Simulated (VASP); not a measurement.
# K3Ag2 (Pm-3m) in VASP: further runs

Runs on K3Ag2. Level: PBE. Tasks: relaxation of cell and atoms, single point.

Everything below comes from runs of VASP 6.6.1. Logs are shortened: lines on timing, memory, paths and dates and some standing lists are left out, and cuts for length are marked.

## 1. The cell of the first run

It takes space group Pm-3m (No. 221, cubic). The conventional cell has a = 6.668 Å, b = 6.668 Å, c = 6.668 Å, α = 90.00°, β = 90.00°, γ = 90.00°. Within 4.4 Å of K (site symmetry 4/mmm) lie 2 Ag at 3.33 Å. Ag (site symmetry m-3m) has 6 K at 3.33 Å within 4.4 Å.

## 2. Relaxation of cell and atoms, PBE

Input file INCAR:

```
PREC = Accurate
ENCUT = 600
EDIFF = 1E-6
ISMEAR = 0
SIGMA = 0.1
LREAL = False
LASPH = True
NELM = 100
ALGO = Normal
ISIF = 3
LWAVE = False
LCHARG = False
GGA = PE
IBRION = 2
NSW = 90
EDIFFG = -0.04
```

Input file KPOINTS:

```
Automatic mesh
0
Gamma
  4 4 4
```

Input file POSCAR:

```
K3Ag2
1.0
    6.6681485800      0.0000000000      0.0000000000
    0.0000000000      6.6681485800      0.0000000000
    0.0000000000      0.0000000000      6.6681485800
K Ag
3 2
Direct
    0.0000000000      0.5000000000      0.5000000000
    0.5000000000      0.0000000000      0.5000000000
    0.5000000000      0.5000000000      0.0000000000
    0.0000000000      0.0000000000      0.0000000000
    0.5000000000      0.5000000000      0.5000000000
```

Potentials or basis: VASP PAW PBE potentials, release 64 (K_sv, Ag).

Started as:

```sh
$ cat potpaw_PBE.64/K_sv/POTCAR potpaw_PBE.64/Ag/POTCAR > POTCAR
$ mpirun -np 1 vasp_std > vasp.out
```

OUTCAR:

```text
PREC = Accurate
   ENCUT = 600
   EDIFF = 1E-6
   ISMEAR = 0
   LREAL = False
   LASPH = True
   NELM = 100
   ISIF = 3
   GGA = PE
   IBRION = 2
   NSW = 90
   EDIFFG = -0.04

 ion  position               nearest neighbor table
   1  0.000  0.500  0.500-   5 3.33   5 3.33
   2  0.500  0.000  0.500-   5 3.33   5 3.33
   3  0.500  0.500  0.000-   5 3.33   5 3.33
   4  0.000  0.000  0.000-
   5  0.500  0.500  0.500-   1 3.33   2 3.33   3 3.33   3 3.33   2 3.33   1 3.33

  LATTYP: Found a simple cubic cell.
 ALAT       =     6.6681485800

  Lattice vectors:

 A1 = (   6.6681485800,   0.0000000000,   0.0000000000)
 A2 = (   0.0000000000,   6.6681485800,   0.0000000000)
 A3 = (   0.0000000000,   0.0000000000,   6.6681485800)

Analysis of symmetry for initial positions (statically):
=====================================================================
 Subroutine PRICEL returns:
 Original cell was already a primitive cell.

 Routine SETGRP: Setting up the symmetry group for a
 simple cubic supercell.

 Subroutine GETGRP returns: Found 48 space group operations
 (whereof 48 operations were pure point group operations)
 out of a pool of 48 trial point group operations.

The static configuration has the point symmetry O_h .

Analysis of symmetry for dynamics (positions and initial velocities):
=====================================================================
 Subroutine PRICEL returns:
 Original cell was already a primitive cell.

 Routine SETGRP: Setting up the symmetry group for a
 simple cubic supercell.

 Subroutine GETGRP returns: Found 48 space group operations
 (whereof 48 operations were pure point group operations)
 out of a pool of 48 trial point group operations.

The dynamic configuration has the point symmetry O_h .

 Subroutine INISYM returns: Found 48 space group operations
 (whereof 48 operations are pure point group operations),
 and found     1 'primitive' translations

----------------------------------------------------------------------------------------

                                     Primitive cell

  volume of cell :     296.4939

  direct lattice vectors                    reciprocal lattice vectors
     6.668148580  0.000000000  0.000000000     0.149966664  0.000000000  0.000000000
     0.000000000  6.668148580  0.000000000     0.000000000  0.149966664  0.000000000
     0.000000000  0.000000000  6.668148580     0.000000000  0.000000000  0.149966664

  length of vectors
     6.668148580  6.668148580  6.668148580     0.149966664  0.149966664  0.149966664

  position of ions in fractional coordinates (direct lattice)
     0.000000000  0.500000000  0.500000000
     0.500000000  0.000000000  0.500000000
     0.500000000  0.500000000  0.000000000
     0.000000000  0.000000000  0.000000000
     0.500000000  0.500000000  0.500000000

  ion indices of the primitive-cell ions
   primitive index   ion index
                 1           1
                 2           2
                 3           3
                 4           4
                 5           5

----------------------------------------------------------------------------------------

 KPOINTS: Automatic mesh

Automatic generation of k-mesh.
 Grid dimensions read from file:
 generate k-points for:    4    4    4

 Generating k-lattice:

  Cartesian coordinates                     Fractional coordinates (reciprocal lattice)
     0.037491666  0.000000000  0.000000000     0.250000000  0.000000000  0.000000000
     0.000000000  0.037491666  0.000000000     0.000000000  0.250000000  0.000000000
     0.000000000  0.000000000  0.037491666     0.000000000  0.000000000  0.250000000

  Length of vectors
     0.037491666  0.037491666  0.037491666

  Shift w.r.t. Gamma in fractional coordinates (k-lattice)
     0.000000000  0.000000000  0.000000000

 Subroutine IBZKPT returns following result:
 ===========================================

 Found     10 irreducible k-points:

 Following reciprocal coordinates:
            Coordinates               Weight
  0.000000  0.000000  0.000000      1.000000
  0.250000  0.000000  0.000000      6.000000
  0.500000  0.000000  0.000000      3.000000
  0.250000  0.250000  0.000000     12.000000
  0.500000  0.250000  0.000000     12.000000
  0.500000  0.500000  0.000000      3.000000
  0.250000  0.250000  0.250000      8.000000
  0.500000  0.250000  0.250000     12.000000
  0.500000  0.500000  0.250000      6.000000
  0.500000  0.500000  0.500000      1.000000
   k-points           NKPTS =     10   k-points in BZ     NKDIM =     10   number of bands    NBANDS=     29
   number of dos      NEDOS =    301   number of ions     NIONS =      5
   total plane-waves  NPLWV = 157464
   dimension x,y,z NGX =    54 NGY =   54 NGZ =   54
   dimension x,y,z NGXF=   108 NGYF=  108 NGZF=  108
   ions per type =               3   2
   NGX,Y,Z   is equivalent  to a cutoff of  13.46, 13.46, 13.46 a.u.
   NGXF,Y,Z  is equivalent  to a cutoff of  26.93, 26.93, 26.93 a.u.
 SYSTEM =  unknown system
   PREC   = accura    normal or accurate (medium, high low for compatibility)
   ISTART =      0    job   : 0-new  1-cont  2-samecut
   ICHARG =      2    charge: 1-file 2-atom 10-const
   ISPIN  =      1    spin polarized calculation?
   LNONCOLLINEAR =      F non collinear calculations
   LSORBIT =      F    spin-orbit coupling
   LASPH  =      T    aspherical Exc in radial PAW
   ENCUT  =  600.0 eV  44.10 Ry    6.64 a.u.  13.32 13.32 13.32*2*pi/ulx,y,z
   NELM   =    100;   NELMIN=  2; NELMDL= -5     # of ELM steps
   EDIFF  = 0.1E-05   stopping-criterion for ELM
   LREAL  =      F    real-space projection
   EDIFFG = -.4E-01   stopping-criterion for IOM
   NSW    =     90    number of steps for IOM
   IBRION =      2    ionic relax: 0-MD 1-quasi-New 2-CG
   NFREE  =      1    steps in history (QN), initial steepest desc. (CG)
   ISIF   =      3    stress and relaxation
   ISYM   =      2    0-nonsym 1-usesym 2-fastsym
   POTIM  = 0.5000    time-step for ionic-motion
   TEBEG  =    0.0;   TEEND  =   0.0 temperature during run
   PSTRESS=    0.0 pullay stress
   NELECT =      49.0000    total number of electrons
   NUPDOWN=      -1.0000    fix difference up-down
   EMIN   =  10.00;   EMAX   =-10.00  energy-range for DOS
   EFERMI =   0.00;   METHOD = LEGACY
   ISMEAR =     0;   SIGMA  =   0.10  broadening in eV -4-tet -1-fermi 0-gaus
   EFERMI_NEDOS =   21; number of points for ismear=-14 and -15
   IALGO  =     38    algorithm
   IMIX   =      4    mixing-type and parameters
     AMIX     =   0.40;   BMIX     =  1.00
     AMIX_MAG =   1.60;   BMIX_MAG =  1.00
  volume/ion in A,a.u.               =      59.30       400.17
  Fermi-wavevector in a.u.,A,eV,Ry     =   0.898397  1.697724 10.981494  0.807117
  Thomas-Fermi vector in A             =   2.021101
   LORBIT       =      0    0 simple, 1 ext, 2 COOP (PROOUT), +10 PAW based schemes
   GGA     = PE    functional components
   LHFCALC =     F    Hartree Fock is set to
   AEXX    =    0.0000 exact exchange contribution
   IVDW    =     0    specifies the selected vdW correction
   LEPSILON=     F    determine dielectric tensor
   LRPA    =     F    only Hartree local field effects (RPA)
 conjugate gradient relaxation of ions
 non-spin polarized calculation
 Gauss-broadening in eV      SIGMA  =   0.10
  energy-cutoff  :      600.00
  volume of cell :      296.49
 maximum number of plane-waves:      9952
 NGX is ok and might be reduce to    54
   NGX = 27   NGY = 27   NGZ = 27

--------------------------------------- Ionic step        1  -------------------------------------------

 number of electron      49.0000005 magnetization

 Free energy of the ion-electron system (eV)
  ---------------------------------------------------
  ext. energy  EPLUGINS =         0.00000000
  ---------------------------------------------------
  free energy    TOTEN  =        -7.43441762 eV

  energy without entropy =       -7.39627409  energy(sigma->0) =       -7.41534586

------------------------ aborting loop because EDIFF is reached ----------------------------------------

  FORCE on cell =-STRESS in cart. coord.  units (eV):
  Direction    XX          YY          ZZ          XY          YZ          ZX
  --------------------------------------------------------------------------------------
  -------------------------------------------------------------------------------------
  Total       -1.0235477     -1.0235477     -1.0235477      0.0000000     -0.0000000      0.0000000
  in kB       -5.5309899     -5.5309899     -5.5309899      0.0000000     -0.0000000      0.0000000
  external PRESSURE =      -5.5309899 kB  Pullay stress =       0.0000000 kB

 VOLUME and BASIS-vectors are now :
 -----------------------------------------------------------------------------
  energy-cutoff  :      600.00
  volume of cell :      296.49
      direct lattice vectors                 reciprocal lattice vectors
     6.668148580  0.000000000  0.000000000     0.149966664  0.000000000  0.000000000
     0.000000000  6.668148580  0.000000000     0.000000000  0.149966664  0.000000000
     0.000000000  0.000000000  6.668148580     0.000000000  0.000000000  0.149966664
[... 40 lines left out ...]
 POSITION                                       TOTAL-FORCE (eV/Angst)
 -----------------------------------------------------------------------------------
      0.00000      3.30115      3.30115         0.000000     -0.000000      0.000000
      3.30115     -0.00000      3.30115        -0.000000     -0.000000      0.000000
      3.30115      3.30115      0.00000        -0.000000      0.000000      0.000000
      0.00000      0.00000      0.00000        -0.000000      0.000000      0.000000
      3.30115      3.30115      3.30115         0.000000     -0.000000      0.000000
 -----------------------------------------------------------------------------------
    total drift:                                0.000000      0.000000      0.000000

  FREE ENERGIE OF THE ION-ELECTRON SYSTEM (eV)
  ---------------------------------------------------
  free  energy   TOTEN  =        -7.4612170881 eV

  energy  without entropy=       -7.4232466065  energy(sigma->0) =       -7.44223185

--------------------------------------- Ionic step        3  -------------------------------------------

 number of electron      48.9999992 magnetization

 Free energy of the ion-electron system (eV)
  ---------------------------------------------------
  ext. energy  EPLUGINS =         0.00000000
  ---------------------------------------------------
  free energy    TOTEN  =        -7.49202241 eV

  energy without entropy =       -7.45447292  energy(sigma->0) =       -7.47324767

 E-fermi :   0.7482     XC(G=0):  -6.3297

 val. band max:        0.4616883161   @ k =   0.5000   0.5000   0.2500
 cond. band min:       0.7778751615   @ k =   0.5000   0.2500   0.0000
 fundamental gap:      0.3161868454
 Fermi energy:         0.7482456088

 k-point     1 :       0.0000    0.0000    0.0000
  band No.  band energies     occupation
      1     -31.3068      2.00000
      2     -31.3009      2.00000
      3     -31.3009      2.00000
      4     -14.8310      2.00000
      5     -14.8310      2.00000
      6     -14.8310      2.00000
[... 331 lines left out ...]
 POSITION                                       TOTAL-FORCE (eV/Angst)
 -----------------------------------------------------------------------------------
      0.00000      3.22948      3.22948         0.000000     -0.000000      0.000000
      3.22948     -0.00000      3.22948        -0.000000     -0.000000      0.000000
      3.22948      3.22948      0.00000        -0.000000      0.000000      0.000000
      0.00000      0.00000      0.00000        -0.000000      0.000000      0.000000
      3.22948      3.22948      3.22948         0.000000     -0.000000      0.000000
 -----------------------------------------------------------------------------------
    total drift:                                0.000000      0.000000      0.000000

  FREE ENERGIE OF THE ION-ELECTRON SYSTEM (eV)
  ---------------------------------------------------
  free  energy   TOTEN  =        -7.4920224105 eV

  energy  without entropy=       -7.4544729213  energy(sigma->0) =       -7.47324767

 reached required accuracy - stopping structural energy minimisation
```

Run time: 3.4 min. Hardware: 1 thread of Intel Xeon Platinum 8488C (Sapphire Rapids), shared host; peak memory 0.47 GiB.

Results:

| Item | Value |
| --- | --- |
| Free energy | -7.4920 eV |
| Relaxed volume | 53.89 Å³/atom |
| Relaxed cell | a = 6.459 Å, b = 6.459 Å, c = 6.459 Å, α = 90.00°, β = 90.00°, γ = 90.00° |
| Space group after relaxing (to 0.05 Å) | Pm-3m (No. 221) |
| Energy gained by relaxing | 11.5 meV/atom |
| Ionic steps | 3 |
| Pressure after relaxing | -0.1 GPa |

Step by step:
| step | energy change (eV) | largest force (eV/Å) | pressure (GPa) | volume (Å³) |
| --- | --- | --- | --- | --- |
| 1 | 0.0000 | 0.0000 | -0.55 | 296.49 |
| 2 | -0.0268 | 0.0000 | -0.43 | 287.80 |
| 3 | -0.0576 | 0.0000 | -0.09 | 269.46 |

Final structure:
```cif
data_structure
_symmetry_space_group_name_H-M 'P 1'
_symmetry_Int_Tables_number 1
_cell_length_a 6.4590
_cell_length_b 6.4590
_cell_length_c 6.4590
_cell_angle_alpha 90.000
_cell_angle_beta 90.000
_cell_angle_gamma 90.000
_cell_volume 269.46
loop_
_atom_site_label
_atom_site_type_symbol
_atom_site_fract_x
_atom_site_fract_y
_atom_site_fract_z
_atom_site_occupancy
K1 K 0.00000 0.50000 0.50000 1
K2 K 0.50000 0.00000 0.50000 1
K3 K 0.50000 0.50000 0.00000 1
Ag1 Ag 0.00000 0.00000 0.00000 1
Ag2 Ag 0.50000 0.50000 0.50000 1
```

(Part 1 of 2 ends here.)
